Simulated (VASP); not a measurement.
# Ta16S in VASP: further runs, part 2 of 2

VASP 6.6.1. Earlier steps stand in the parts before.

## (3) Single point, PBE

INCAR reads:

```
SYSTEM = Ta16S
  PREC = Accurate
  ENCUT = 520
  EDIFF = 1E-6
  ISMEAR = 0
  SIGMA = 0.1
  LREAL = Auto
  LASPH = .TRUE.
  NELM = 80
  ALGO = Normal
  ISIF = 2
  LWAVE = .FALSE.
  LCHARG = .FALSE.
  LDIPOL = .TRUE.
  IDIPOL = 3
  DIPOL = 0.5 0.5 0.330
  GGA = PE
  NBANDS = 105
```

KPOINTS reads:

```
regular mesh
0
G
  4 4 1
  0 0 0
```

POSCAR reads:

```
Ta16S
1.0
    6.6379342675      0.0000000000      0.0000000000
    0.0000000000      6.6379342675      0.0000000000
    0.0000000000      0.0000000000     20.2996557315
Ta S
16 1
Direct
    0.2500000000      0.2500000000      0.1970476767
    0.2500000000      0.7500000000      0.1970476767
    0.7500000000      0.2500000000      0.1970476767
    0.7500000000      0.7500000000      0.1970476767
    0.0000000000      0.0000000000      0.2787970221
    0.0000000000      0.5000000000      0.2787970221
    0.5000000000      0.0000000000      0.2787970221
    0.5000000000      0.5000000000      0.2787970221
    0.2500000000      0.2500000000      0.3599139031
    0.2500000000      0.7500000000      0.3599139031
    0.7500000000      0.2500000000      0.3599139031
    0.7500000000      0.7500000000      0.3599139031
    0.0000000000      0.0000000000      0.4334879294
    0.0000000000      0.5000000000      0.4334879294
    0.5000000000      0.0000000000      0.4334879294
    0.5000000000      0.5000000000      0.4334879294
    0.0625000000      0.0625000000      0.5407046170
```

Potentials or basis: VASP PAW PBE potentials, release 64 (Ta_pv, S).

Launch:

```console
cat potpaw_PBE.64/Ta_pv/POTCAR potpaw_PBE.64/S/POTCAR > POTCAR
mpirun -np 1 vasp_std > vasp.out
```

OUTCAR:

```text
SYSTEM = Ta16S
   PREC = Accurate
   ENCUT = 520
   EDIFF = 1E-6
   ISMEAR = 0
   LREAL = Auto
   LASPH = .TRUE.
   NELM = 80
   ISIF = 2
   GGA = PE

 ion  position               nearest neighbor table
   1  0.250  0.250  0.197-   5 2.87   6 2.87   7 2.87   8 2.87   9 3.31   3 3.32   2 3.32   2 3.32
                             3 3.32
   2  0.250  0.750  0.197-   5 2.87   6 2.87   7 2.87   8 2.87  10 3.31   4 3.32   1 3.32   1 3.32
                             4 3.32
   3  0.750  0.250  0.197-   5 2.87   6 2.87   7 2.87   8 2.87  11 3.31   4 3.32   1 3.32   4 3.32
                             1 3.32
   4  0.750  0.750  0.197-   5 2.87   6 2.87   7 2.87   8 2.87  12 3.31   3 3.32   2 3.32   3 3.32
                             2 3.32
   5  0.000  0.000  0.279-   9 2.87  10 2.87  11 2.87  12 2.87   1 2.87   2 2.87   3 2.87   4 2.87
                            13 3.14   7 3.32   6 3.32   6 3.32   7 3.32
   6  0.000  0.500  0.279-   9 2.87  10 2.87  11 2.87  12 2.87   1 2.87   2 2.87   3 2.87   4 2.87
                            14 3.14   8 3.32   5 3.32   5 3.32   8 3.32
   7  0.500  0.000  0.279-   9 2.87  10 2.87  11 2.87  12 2.87   1 2.87   2 2.87   3 2.87   4 2.87
                            15 3.14   8 3.32   5 3.32   8 3.32   5 3.32
   8  0.500  0.500  0.279-   9 2.87  10 2.87  11 2.87  12 2.87   1 2.87   2 2.87   3 2.87   4 2.87
                            16 3.14   7 3.32   6 3.32   7 3.32   6 3.32
   9  0.250  0.250  0.360-  13 2.78  14 2.78  15 2.78  16 2.78   5 2.87   6 2.87   7 2.87   8 2.87
                             1 3.31  10 3.32  11 3.32  10 3.32  11 3.32
  10  0.250  0.750  0.360-  13 2.78  14 2.78  15 2.78  16 2.78   5 2.87   6 2.87   7 2.87   8 2.87
                             2 3.31   9 3.32  12 3.32   9 3.32  12 3.32
  11  0.750  0.250  0.360-  13 2.78  14 2.78  15 2.78  16 2.78   5 2.87   6 2.87   7 2.87   8 2.87
                             3 3.31   9 3.32  12 3.32  12 3.32   9 3.32
  12  0.750  0.750  0.360-  13 2.78  14 2.78  15 2.78  16 2.78   5 2.87   6 2.87   7 2.87   8 2.87
                             4 3.31  10 3.32  11 3.32  11 3.32  10 3.32
  13  0.000  0.000  0.433-  17 2.25  10 2.78  11 2.78  12 2.78   9 2.78   5 3.14  15 3.32  14 3.32
                            14 3.32  15 3.32
  14  0.000  0.500  0.433-   9 2.78  10 2.78  11 2.78  12 2.78   6 3.14  13 3.32  16 3.32  13 3.32
                            16 3.32
  15  0.500  0.000  0.433-   9 2.78  10 2.78  11 2.78  12 2.78   7 3.14  13 3.32  16 3.32  16 3.32
                            13 3.32
  16  0.500  0.500  0.433-   9 2.78  10 2.78  11 2.78  12 2.78   8 3.14  14 3.32  15 3.32  15 3.32
                            14 3.32
  17  0.062  0.062  0.541-  13 2.25

  LATTYP: Found a simple tetragonal cell.
 ALAT       =     6.6379342675
 C/A-ratio  =     3.0581284649

  Lattice vectors:

 A1 = (   6.6379342675,   0.0000000000,   0.0000000000)
 A2 = (   0.0000000000,   6.6379342675,   0.0000000000)
 A3 = (   0.0000000000,   0.0000000000,  20.2996557315)

Analysis of symmetry for initial positions (statically):
=====================================================================
 Subroutine PRICEL returns:
 Original cell was already a primitive cell.

 Routine SETGRP: Setting up the symmetry group for a
 simple tetragonal supercell.

 Subroutine GETGRP returns: Found  2 space group operations
 (whereof  2 operations were pure point group operations)
 out of a pool of 16 trial point group operations.

The static configuration has the point symmetry C_1h.

Analysis of symmetry for dynamics (positions and initial velocities):
=====================================================================
 Subroutine PRICEL returns:
 Original cell was already a primitive cell.

 Routine SETGRP: Setting up the symmetry group for a
 simple tetragonal supercell.

 Subroutine GETGRP returns: Found  2 space group operations
 (whereof  2 operations were pure point group operations)
[... 110 lines left out ...]
   LSORBIT =      F    spin-orbit coupling
   LASPH  =      T    aspherical Exc in radial PAW
   ENCUT  =  520.0 eV  38.22 Ry    6.18 a.u.  12.34 12.34 37.74*2*pi/ulx,y,z
   NELM   =     80;   NELMIN=  2; NELMDL= -5     # of ELM steps
   EDIFF  = 0.1E-05   stopping-criterion for ELM
   LREAL  =      T    real-space projection
   EDIFFG = 0.1E-04   stopping-criterion for IOM
   NSW    =      0    number of steps for IOM
   IBRION =     -1    ionic relax: 0-MD 1-quasi-New 2-CG
   NFREE  =      0    steps in history (QN), initial steepest desc. (CG)
   ISIF   =      2    stress and relaxation
   ISYM   =      2    0-nonsym 1-usesym 2-fastsym
   POTIM  = 0.5000    time-step for ionic-motion
   TEBEG  =    0.0;   TEEND  =   0.0 temperature during run
   PSTRESS=    0.0 pullay stress
   NELECT =     182.0000    total number of electrons
   NUPDOWN=      -1.0000    fix difference up-down
   EMIN   =  10.00;   EMAX   =-10.00  energy-range for DOS
   EFERMI =   0.00;   METHOD = LEGACY
   ISMEAR =     0;   SIGMA  =   0.10  broadening in eV -4-tet -1-fermi 0-gaus
   EFERMI_NEDOS =   21; number of points for ismear=-14 and -15
   IALGO  =     38    algorithm
   IMIX   =      4    mixing-type and parameters
     AMIX     =   0.40;   BMIX     =  1.00
     AMIX_MAG =   1.60;   BMIX_MAG =  1.00
  volume/ion in A,a.u.               =      52.61       355.06
  Fermi-wavevector in a.u.,A,eV,Ry     =   0.962898  1.819614 12.614957  0.927173
  Thomas-Fermi vector in A             =   2.092397
   LORBIT       =      0    0 simple, 1 ext, 2 COOP (PROOUT), +10 PAW based schemes
   GGA     = PE    functional components
   LHFCALC =     F    Hartree Fock is set to
   AEXX    =    0.0000 exact exchange contribution
   IVDW    =     0    specifies the selected vdW correction
   LEPSILON=     F    determine dielectric tensor
   LRPA    =     F    only Hartree local field effects (RPA)
 non-spin polarized calculation
 Gauss-broadening in eV      SIGMA  =   0.10
  energy-cutoff  :      520.00
  volume of cell :      894.45
 maximum number of plane-waves:     24163
 NGX is ok and might be reduce to    50
   NGX = 25   NGY = 25   NGZ = 75

 dipolmoment           0.000000      0.000000     -2.169154 electrons x Angstroem

 number of electron     181.9999954 magnetization

 dipolmoment           0.000000      0.000000      0.198701 electrons x Angstroem

 Free energy of the ion-electron system (eV)
  ---------------------------------------------------
  ext. energy  EPLUGINS =         0.00000000
  ---------------------------------------------------
  free energy    TOTEN  =      -179.77818410 eV

  energy without entropy =     -179.70818862  energy(sigma->0) =     -179.74318636

 E-fermi :  -0.6766     XC(G=0):  -5.4511

 val. band max:       -0.7416751749   @ k =   0.2500   0.0000   0.0000
 cond. band min:      -0.6691653499   @ k =   0.0000   0.0000   0.0000
 fundamental gap:      0.0725098250
 Fermi energy:        -0.6766340641

 k-point     1 :       0.0000    0.0000    0.0000
  band No.  band energies     occupation
      1     -35.6913      2.00000
      2     -35.6910      2.00000
      3     -35.6856      2.00000
      4     -35.6822      2.00000
      5     -35.6760      2.00000
      6     -35.6746      2.00000
[... 731 lines left out ...]
    102      -0.1424      0.00000
    103      -0.0002      0.00000
 [bands above 103 left out]

------------------------ aborting loop because EDIFF is reached ----------------------------------------

 vacuum level on the upper side and lower side of the slab       (xc-potential included)         0.284        -0.551

  FORCE on cell =-STRESS in cart. coord.  units (eV):
  Direction    XX          YY          ZZ          XY          YZ          ZX
  --------------------------------------------------------------------------------------
  -------------------------------------------------------------------------------------
  Total      -17.5984433    -17.5984433     -1.5481620      0.0738471      0.3873308      0.3873307
  in kB      -31.5231978    -31.5231978     -2.7731440      0.1322785      0.6938059      0.6938058
  external PRESSURE =     -21.9398465 kB  Pullay stress =       0.0000000 kB

 VOLUME and BASIS-vectors are now :
 -----------------------------------------------------------------------------
  energy-cutoff  :      520.00
  volume of cell :      894.45
      direct lattice vectors                 reciprocal lattice vectors
     6.637934268  0.000000000  0.000000000     0.150649277  0.000000000  0.000000000
     0.000000000  6.637934268  0.000000000     0.000000000  0.150649277  0.000000000
     0.000000000  0.000000000 20.299655731     0.000000000  0.000000000  0.049261919

 POSITION                                       TOTAL-FORCE (eV/Angst)
 -----------------------------------------------------------------------------------
      1.65948      1.65948      4.00000        -0.032510     -0.032510      0.801185
      1.65948      4.97845      4.00000        -0.000357      0.024909      0.767274
      4.97845      1.65948      4.00000         0.024909     -0.000357      0.767274
      4.97845      4.97845      4.00000         0.021955      0.021955      0.756568
      0.00000      0.00000      5.65948         0.024887      0.024887     -1.314829
      0.00000      3.31897      5.65948         0.014288     -0.041679     -0.767143
[... 9 lines left out ...]
      3.31897      3.31897      8.79966        -0.018349     -0.018349     -0.419383
      0.41487      0.41487     10.97612         0.162100      0.162100      0.007919
 -----------------------------------------------------------------------------------
    total drift:                                0.000016      0.000016      0.004885

  FREE ENERGIE OF THE ION-ELECTRON SYSTEM (eV)
  ---------------------------------------------------
  free  energy   TOTEN  =      -179.7781841042 eV

  energy  without entropy=     -179.7081886248  energy(sigma->0) =     -179.74318636

 vacuum level on the upper side and lower side of the slab         4.018         3.191
```

Wall time 46 min (1 thread of Oxide Virtual Turin-like, shared host); peak memory 0.97 GiB.

What came out:

| Item | Value |
| --- | --- |
| Free energy | -179.7782 eV |
| Largest force | 2.026 eV/Å |
| Band gap on the k mesh | zero (bands 91 and 92 overlap by 0.78 eV) |

Forces on the atoms (eV/Å):
```
Ta  -0.033 -0.033  0.801
Ta   0.000  0.025  0.767
Ta   0.025  0.000  0.767
Ta   0.022  0.022  0.757
Ta   0.025  0.025 -1.315
Ta   0.014 -0.042 -0.767
Ta  -0.042  0.014 -0.767
Ta   0.030  0.030 -0.620
Ta   0.241  0.241 -0.568
Ta   0.302 -0.287 -0.391
Ta  -0.287  0.302 -0.391
Ta  -0.384 -0.384 -0.300
Ta   0.042  0.042  2.026
Ta   0.092 -0.193  0.207
Ta  -0.193  0.092  0.207
Ta  -0.018 -0.018 -0.419
S    0.162  0.162  0.008
```

Caveat: spin-orbit coupling is left out, which moves the levels of the heavy elements.

The gap in the log of VASP goes by the Fermi energy; the results here count the filled bands.